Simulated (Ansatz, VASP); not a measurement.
# ScAl3N4: VASP beside Ansatz

```
CELL_PARAMETERS angstrom
-3.22150 0.00000 0.00000
0.00000 5.57980 0.00000
1.61075 -2.78990 -5.06150
ATOMIC_POSITIONS crystal
Sc 0.00000 0.33333 0.00000
Al 0.50000 0.83333 0.00000
Al 0.75000 0.41667 0.50000
Al 0.25000 0.91667 0.50000
N 0.80900 0.14233 0.61800
N 0.30900 0.64233 0.61800
N 0.55900 0.22567 0.11800
N 0.05900 0.72567 0.11800
```

Alike in both runs: task single point; functional r2SCAN; k mesh 6 × 6 × 6; occupations gaussian, width 0.1 eV; no spin polarisation.

|  | VASP | Ansatz |
| --- | --- | --- |
| version | VASP 6.6.1 | Ansatz 0.2.0 |
| potentials or method | VASP PAW PBE potentials, release 64 (Sc_sv, Al, N), cutoff 520 eV | scalar-relativistic, plane waves, PAW |
| valence electrons in the cell | 40 | 40 |

Ansatz gave:

- gap on the k mesh at the Fermi level (eV): 4.30
- least direct gap on the mesh (eV): 4.56
- pressure (GPa): 2.2
- traceless stress, the component that is largest in VASP (GPa): 2.38
- rms of the force components (eV/Å): 1.227

Task: Estimate VASP's values.

Result: gap on the k mesh at the Fermi level (eV): 4.34; least direct gap on the mesh (eV): 4.61; pressure (GPa): 2.5; traceless stress, the component that is largest in VASP (GPa): 2.44; rms of the force components (eV/Å): 1.275.

VASP's potentials were made for PBE, not for r2SCAN. Atom by atom the forces differ by 0.049 eV/Å (rms over components).
